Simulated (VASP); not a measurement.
# Rb2Al2As2O9 in VASP: further runs, part 2 of 2

VASP 6.6.1.

### 4 Single point, PBE

The input, INCAR:

```
SYSTEM = Rb2Al2As2O9
PREC = Accurate
ENCUT = 520
EDIFF = 1E-7
ISMEAR = -1
SIGMA = 0.05
LREAL = Auto
LASPH = .TRUE.
NELM = 100
ALGO = Normal
ISIF = 2
LWAVE = .FALSE.
LCHARG = .FALSE.
GGA = PE
NBANDS = 57
```

The input, KPOINTS:

```
regular mesh
0
G
  3 2 2
  0 0 0
```

The input, POSCAR:

```
Rb2Al2As2O9
1.0
    6.1314510000     -0.3908270000     -0.3169470000
   -0.3212560000      7.1028260000      0.3362350000
   -0.4552510000     -1.2055410000      6.7636420000
As Al O Rb
2 2 9 2
Direct
    0.4036574958      0.2098258761      1.0101775388
    0.6861284178      0.8618399145      0.9916057946
    1.0179212072      0.5862831531      0.8661332396
    0.3913511157      0.8947919814      0.3032764271
    0.7411059169      0.2323583754      1.0126855145
   -0.0090701519      0.8526440588      0.0388242706
    0.2228373691      0.4948637560      0.8128734668
    0.3499247572      0.7552908648      0.4943312165
    0.3661954362      0.4958350561      0.5002128210
    0.5272869504      0.0129144365      0.8374638592
    0.3360251259      0.9224731259      0.7397404245
    0.4581662755      0.1646406347      0.2465283471
    0.2420961342      0.6072454491      0.0116031378
    0.7792783195      0.5507493784      0.3100383947
    0.0014013030      0.0864663075      0.5654203963
```

Potentials or basis: VASP PAW PBE potentials, release 64 (As, Al, O, Rb_sv).

Started as:

```bash
cat potpaw_PBE.64/As/POTCAR potpaw_PBE.64/Al/POTCAR potpaw_PBE.64/O/POTCAR potpaw_PBE.64/Rb_sv/POTCAR > POTCAR
mpirun -np 1 vasp_std > vasp.out
```

OUTCAR:

```text
SYSTEM = Rb2Al2As2O9
   PREC = Accurate
   ENCUT = 520
   EDIFF = 1E-7
   ISMEAR = -1
   LREAL = Auto
   LASPH = .TRUE.
   NELM = 100
   ISIF = 2
   GGA = PE

 ion  position               nearest neighbor table
   1  0.404  0.210  0.010-  12 1.70  10 1.99   5 2.06  14 3.46  15 3.68
   2  0.686  0.862  0.992-   6 1.88  10 1.88   4 2.96   3 3.10  14 3.36  15 4.08  15 4.25
   3  0.018  0.586  0.866-   7 1.54  13 1.60   6 2.14   2 3.10  14 3.55  15 3.87  14 3.92  15 4.34

   4  0.391  0.895  0.303-   8 1.77  12 2.01   2 2.96  15 3.45  14 3.60  15 4.00  14 4.27
   5  0.741  0.232  0.013-   1 2.06  14 2.83  15 3.71
   6  0.991  0.853  0.039-   2 1.88   3 2.14  14 3.27  15 3.79  15 3.84
   7  0.223  0.495  0.813-  13 1.48   3 1.54  15 3.26
   8  0.350  0.755  0.494-   4 1.77   9 1.87  11 1.96  15 3.38  14 3.44  14 3.68
   9  0.366  0.496  0.500-   8 1.87  14 2.99  15 3.58  14 3.79
  10  0.527  0.013  0.837-  11 1.34   2 1.88   1 1.99  15 3.65  15 3.69
  11  0.336  0.922  0.740-  10 1.34   8 1.96  15 2.72
  12  0.458  0.165  0.247-   1 1.70   4 2.01  14 3.16  15 3.78
  13  0.242  0.607  0.012-   7 1.48   3 1.60  14 3.70  14 3.79
  14  0.779  0.551  0.310-   5 2.83   9 2.99  12 3.16   6 3.27   2 3.36   8 3.44   1 3.46   3 3.55
                             4 3.60   8 3.68  13 3.70   9 3.79  13 3.79   3 3.92  15 4.02  15 4.22
  15  0.001  0.086  0.565-  11 2.72   7 3.26   8 3.38   4 3.45   9 3.58  10 3.65   1 3.68  10 3.69
                             5 3.71  12 3.78   6 3.79   6 3.84   3 3.87   4 4.00  14 4.02   2 4.08

  LATTYP: Found a triclinic cell.
 ALAT       =     7.1180331960
 B/A-ratio  =     1.4758521127
 C/A-ratio  =     0.8642926938
 COS(alpha) =     0.0060097843
 COS(beta)  =     0.1108071293
 COS(gamma) =     0.7597175147

  Lattice vectors:

 A1 = (  -0.3212560000,   7.1028260000,   0.3362350000)
 A2 = (   0.1339950000,   8.3083670000,  -6.4274070000)
 A3 = (  -6.1314510000,   0.3908270000,   0.3169470000)

[... 168 lines left out ...]
  volume of cell :      295.11
 maximum number of plane-waves:      7964
 NGX is ok and might be reduce to    48
   NGX = 23   NGY = 27   NGZ = 25

 number of electron      87.9999995 magnetization

 Free energy of the ion-electron system (eV)
  ---------------------------------------------------
  ext. energy  EPLUGINS =         0.00000000
  ---------------------------------------------------
  free energy    TOTEN  =       -66.63364610 eV

  energy without entropy =      -66.59530729  energy(sigma->0) =      -66.61447669

 E-fermi :   1.6447     XC(G=0):  -8.1755

 val. band max:        1.5351628203   @ k =   0.3333   0.5000   0.0000
 cond. band min:       1.7317573230   @ k =   0.3333  -0.0000   0.5000
 fundamental gap:      0.1965945027
 Fermi energy:         1.6446858155

 k-point     1 :       0.0000    0.0000    0.0000
  band No.  band energies     occupation
      1     -25.8967      2.00000
      2     -25.1557      2.00000
      3     -23.4559      2.00000
      4     -21.4543      2.00000
      5     -18.6215      2.00000
      6     -17.3547      2.00000
[... 461 lines left out ...]
     55       5.8196      0.00000
     56       6.2121      0.00000
 [bands above 56 left out]

------------------------ aborting loop because EDIFF is reached ----------------------------------------

  FORCE on cell =-STRESS in cart. coord.  units (eV):
  Direction    XX          YY          ZZ          XY          YZ          ZX
  --------------------------------------------------------------------------------------
  -------------------------------------------------------------------------------------
  Total       10.0240289     -0.3731195     15.4465436     -5.7280395      5.1798841      5.4027357
  in kB       54.4214521     -2.0257027     83.8608245    -31.0980974     28.1221071     29.3319903
  external PRESSURE =      45.4188579 kB  Pullay stress =       0.0000000 kB

 VOLUME and BASIS-vectors are now :
 -----------------------------------------------------------------------------
  energy-cutoff  :      520.00
  volume of cell :      295.11
      direct lattice vectors                 reciprocal lattice vectors
     6.131451000 -0.390827000 -0.316947000     0.164164029  0.006844209  0.012269545
    -0.321256000  7.102826000  0.336235000     0.010252159  0.140038492  0.025650300
    -0.455251000 -1.205541000  6.763642000     0.007183136 -0.006640888  0.147149164

 POSITION                                       TOTAL-FORCE (eV/Angst)
 -----------------------------------------------------------------------------------
      2.40296      1.32033      0.01145         3.115023      1.429262     -0.715633
      3.47866      4.65792      6.77918         1.534656     -1.907574      0.854226
     -0.47277      3.11310      6.04966       -10.843298      5.596824      1.233733
      1.97403      5.83699      2.22808         0.486328      0.841949     -1.821495
      4.46363      1.34546     -0.07096        -0.480135      1.585087      0.998483
      5.78425      5.62210      0.23521        -0.395771     -0.066888     -0.183094
      0.83728      2.44789      5.59375         6.451884     -4.264890     -4.733861
      1.67786      4.63200      3.48653         0.358882     -2.189150     -0.981444
      1.85830      2.77568      3.43391        -0.046204      1.814032     -1.245569
      2.84763     -1.12395      5.50153         0.772171      1.384021     -0.496114
      1.42720      5.52905      5.20701        -3.730593     -0.767859     -1.245812
      2.64410      0.69315      1.57757        -1.315228     -2.858428      2.146406
      1.28404      4.20455      0.20593         4.270753     -0.583701      5.622941
      4.46003      3.23355      2.03518         0.023761     -0.459735      0.387312
     -0.27659     -0.06803      3.85293        -0.202229      0.447050      0.179921
 -----------------------------------------------------------------------------------
    total drift:                               -0.016465      0.023721      0.003735

  FREE ENERGIE OF THE ION-ELECTRON SYSTEM (eV)
  ---------------------------------------------------
  free  energy   TOTEN  =       -66.6336460971 eV

  energy  without entropy=      -66.5953072864  energy(sigma->0) =      -66.61447669
```

stdout:

```text
POSCAR found type information on POSCAR AsAlO Rb
 POSCAR found :  4 types and      15 ions
 scaLAPACK will be used
 LDA part: xc-table for (Slater+PW92), standard interpolation
 POSCAR, INCAR and KPOINTS ok, starting setup
 FFT: planning ... GRIDC
 FFT: planning ... GRID_SOFT
 FFT: planning ... GRID
 WAVECAR not read
 entering main loop
```

Wall time 2.5 min (1 thread of Intel Xeon 6975P-C (Granite Rapids), shared host); peak memory 0.4 GiB.

What came out:

| Property | Result |
| --- | --- |
| Free energy | -66.6336 eV |
| Pressure | 4.5 GPa |
| Largest force | 12.265 eV/Å |
| Band gap on the k mesh | 0.20 eV, indirect (least direct gap 0.22 eV) |

Forces in eV/Å, atoms in the order of the input:
```
As    3.115   1.429  -0.716
As    1.535  -1.908   0.854
Al  -10.843   5.597   1.234
Al    0.486   0.842  -1.821
O    -0.480   1.585   0.998
O    -0.396  -0.067  -0.183
O     6.452  -4.265  -4.734
O     0.359  -2.189  -0.981
O    -0.046   1.814  -1.246
O     0.772   1.384  -0.496
O    -3.731  -0.768  -1.246
O    -1.315  -2.858   2.146
O     4.271  -0.584   5.623
Rb    0.024  -0.460   0.387
Rb   -0.202   0.447   0.180
```

Levels at points of the mesh, in eV from the valence-band top:
| k point | band 40 | band 41 | band 42 | band 43 | band 44 | band 45 | band 46 | band 47 | band 48 | band 49 |
| --- | --- | --- | --- | --- | --- | --- | --- | --- | --- | --- |
| (0.00, 0.00, 0.00) | -1.04 | -0.83 | -0.64 | -0.20 | -0.14 | 0.24 | 0.57 | 1.38 | 1.66 | 1.96 |
| (0.00, 0.50, 0.00) | -1.13 | -0.91 | -0.61 | -0.39 | -0.15 | 0.41 | 0.56 | 1.54 | 1.61 | 1.86 |
| (0.00, 0.00, 0.50) | -1.09 | -0.67 | -0.61 | -0.43 | -0.12 | 0.23 | 0.78 | 1.28 | 1.64 | 1.99 |
| (0.00, 0.50, 0.50) | -1.19 | -0.65 | -0.60 | -0.56 | -0.07 | 0.37 | 0.75 | 1.40 | 1.59 | 1.86 |

Caveat: the k points lie up to 0.46 Å⁻¹ apart.

### 5 Molecular dynamics, PBE

The input, INCAR:

```
SYSTEM = Rb2Al2As2O9
  PREC = Accurate
  ENCUT = 520
  EDIFF = 1E-5
  ISMEAR = -1
  SIGMA = 0.05
  LREAL = Auto
  LASPH = .TRUE.
  NELM = 100
  ALGO = Normal
  ISIF = 2
  LWAVE = .FALSE.
  LCHARG = .TRUE.
  GGA = PE
  IBRION = 0
  NSW = 30
  POTIM = 1.0
  TEBEG = 900.0
  TEEND = 900.0
  ISYM = 0
  NELMIN = 4
  RANDOM_SEED = 412631 0 0
  MDALGO = 1
  ANDERSEN_PROB = 0.0
```

The input, KPOINTS:

```
Automatic mesh
0
G
  3 2 2
  0 0 0
```

The input, POSCAR:

```
Rb2Al2As2O9
1.0
    6.1314510000     -0.3908270000     -0.3169470000
   -0.3212560000      7.1028260000      0.3362350000
   -0.4552510000     -1.2055410000      6.7636420000
As Al O Rb
2 2 9 2
Direct
    0.3848090000      0.2142890000      0.9999070000
    0.6757220000      0.8570060000      0.9816210000
    0.9169090000      0.5795870000      0.8214400000
    0.4816670000      0.9202880000      0.3302900000
    0.8172870000      0.1851670000      0.9968650000
    0.0717640000      0.9002460000      0.0240440000
    0.2751160000      0.4816230000      0.7847850000
    0.2418570000      0.7342290000      0.5083440000
    0.3584560000      0.4840120000      0.5092590000
    0.5569210000      0.0538010000      0.7439900000
    0.3235300000      0.8482930000      0.7943490000
    0.3816800000      0.2363910000      0.3465140000
    0.3062270000      0.6392790000      0.0554210000
    0.7846170000      0.5347650000      0.3051830000
    0.0066890000      0.0922030000      0.5806390000
```

Started as:

```bash
cat potpaw_PBE.64/As/POTCAR potpaw_PBE.64/Al/POTCAR potpaw_PBE.64/O/POTCAR potpaw_PBE.64/Rb_sv/POTCAR > POTCAR
mpirun -np 1 vasp_std > vasp.out
```

It took 21 min on 1 thread of Intel Xeon 6975P-C (Granite Rapids), shared host; peak memory 0.56 GiB.

Step by step:
```
step  potential energy change (eV)  largest force (eV/Å)  pressure (GPa)  volume (Å³)  temperature (K)
   1                        0.0000                3.0169          -11.56       295.11              915
   2                       -0.0715                3.0382          -11.58       295.11              955
   3                       -0.1649                3.0627          -11.61       295.11             1006
   4                       -0.2801                3.0851          -11.58       295.11             1070
   5                       -0.4176                3.1101          -11.53       295.11             1146
   6                       -0.5778                3.1337          -11.53       295.11             1235
   7                       -0.7613                3.1560          -11.47       295.11             1336
   8                       -0.9692                3.1798          -11.44       295.11             1451
   9                       -1.2026                3.1982          -11.35       295.11             1580
  10                       -1.4629                3.2182          -11.27       295.11             1724
  11                       -1.7522                3.2325          -11.13       295.11             1884
  12                       -2.0722                3.2419          -11.00       295.11             2061
  13                       -2.4245                3.2452          -10.82       295.11             2255
  14                       -2.8104                3.2402          -10.63       295.11             2468
  15                       -3.2297                3.2583          -10.36       295.11             2700
  16                       -3.6799                3.3772          -10.05       295.11             2949
  17                       -4.1552                3.4975           -9.69       295.11             3211
  18                       -4.6458                3.6177           -9.24       295.11             3481
  19                       -5.1366                3.7308           -8.69       295.11             3752
  20                       -5.6092                3.8277           -8.05       295.11             4012
  21                       -6.0450                3.9090           -7.30       295.11             4252
  22                       -6.4299                3.9797           -6.42       295.11             4464
  23                       -6.7610                5.4470           -5.42       295.11             4647
  24                       -7.0524                7.1181           -4.35       295.11             4809
  25                       -7.3364                8.6366           -3.22       295.11             4968
  26                       -7.6584                9.8081           -2.14       295.11             5147
  27                       -8.0631               10.5532           -1.12       295.11             5371
  28                       -8.5804               10.8804           -0.21       295.11             5657
  29                       -9.2139               11.3434            0.57       295.11             6005
  30                       -9.9260               11.0236            1.26       295.11             6395
```

Caveat: the k points lie up to 0.46 Å⁻¹ apart.
